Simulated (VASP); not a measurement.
Set up this calculation in VASP 6.6.1, as the native input.

```
Task                   : relaxation of shape and atoms at fixed volume
Functional             : PBE
Potentials or basis    : VASP PAW PBE potentials, release 64 (K_sv)
Cutoff                 : 600 eV
k mesh                 : 5 × 5 × 7
Occupations            : fermi-dirac, width 0.1 eV
Spin                   : no spin polarisation
Dipole correction      : no
Further INCAR settings : ALGO = Normal; EDIFF = 1e-06; IBRION = 2; EDIFFG = -0.005; NSW = 50; ISIF = 4
```

The structure of K lies in POSCAR:

```
K
1.0
    5.5759376155      0.0000000000      0.0000000000
   -2.7879688078      4.8289036250      0.0000000000
    0.0000000000      0.0000000000      3.3134077198
K
3
Direct
    0.0000000000      0.0000000000      0.0000000000
    0.3333333333      0.6666666667      0.5000000000
    0.6666666667      0.3333333333      0.5000000000
```

This isn't the form of K at room conditions, which is bcc.

One way to write it, as run:

INCAR

```
  PREC = Accurate
  ENCUT = 600
  EDIFF = 1E-6
  ISMEAR = -1
  SIGMA = 0.1
  LREAL = F
  LASPH = T
  NELM = 80
  ALGO = Normal
  ISIF = 4
  LWAVE = F
  LCHARG = F
  GGA = PE
  IBRION = 2
  NSW = 50
  EDIFFG = -0.005
```

KPOINTS

```
Automatic mesh
0
Gamma
  5 5 7
```

Potentials or basis: VASP PAW PBE potentials, release 64 (K_sv).

The run is started by

```console
$ cat potpaw_PBE.64/K_sv/POTCAR > POTCAR
$ mpirun -np 1 vasp_std > vasp.out
```

It gave:

- Energy gained by relaxing: 0.1 meV/atom
- Ionic steps: 3
- Pressure after relaxing: 16.3 GPa
- Band gap on the k mesh: zero (an odd number of electrons rules out a gap without spin polarisation)

Run time: 96 s on 1 thread of Intel Xeon 8259CL, on a shared host, peak memory 0.25 GiB.
